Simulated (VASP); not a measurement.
Wanted: the native input for a VASP 6.6.1 run.

- Task: single point
- Functional: PBE
- Potentials or basis: VASP PAW PBE potentials, release 64 (Fe)
- Cutoff: 520 eV
- k mesh: 22 × 22 × 22
- Occupations: gaussian, width 0.05 eV
- Spin: collinear spin, ferromagnetic start
- Starting moments: [2.55] μB
- Dipole correction: no
- Further INCAR settings: ALGO = Fast; EDIFF = 1e-06; NBANDS = 14

The structure of Fe lies in POSCAR:

```
Fe
1.0
   -1.4115332170      1.4115332170      1.4115332170
    1.4115332170     -1.4115332170      1.4115332170
    1.4115332170      1.4115332170     -1.4115332170
Fe
1
Direct
    0.0000000000      0.0000000000      0.0000000000
```

These files were run (other wordings do the same):

INCAR

```
PREC     = Accurate       # precision mode
ENCUT    = 520            # plane-wave cutoff, eV
EDIFF    = 1E-6           # SCF threshold, eV
ISMEAR   = 0              # smearing method
SIGMA    = 0.05           # smearing width, eV
LREAL    = F              # projectors in reciprocal space
LASPH    = T              # aspherical terms in the spheres
NELM     = 150            # most SCF steps
ALGO     = Fast           # electronic algorithm
ISIF     = 2              # what is computed and relaxed
LWAVE    = F              # write WAVECAR
LCHARG   = F              # write CHGCAR
ISPIN    = 2              # spin polarisation
MAGMOM   = 2.55           # initial moments
LORBIT   = 11             # projections on sites
LMAXMIX  = 4              # l up to which the mixer works
GGA      = PE             # functional
NBANDS   = 14             # bands
```

KPOINTS

```
regular mesh
0
Gamma
  22 22 22
```

Potentials or basis: VASP PAW PBE potentials, release 64 (Fe).

Command:

```bash
$ cat potpaw_PBE.64/Fe/POTCAR > POTCAR
$ mpirun -np 1 vasp_std > vasp.out
```

Results of the run:

* Pressure: 1.6 GPa
* Net moment: 2.17 μB per cell
* Site moments: Fe +2.16 μB
* Valence electrons inside the program's atomic spheres: Fe 7.29

Run time: 68 s on 1 thread of AMD EPYC 7R13 Processor (Zen 3) (shared host), peak memory 0.16 GiB.
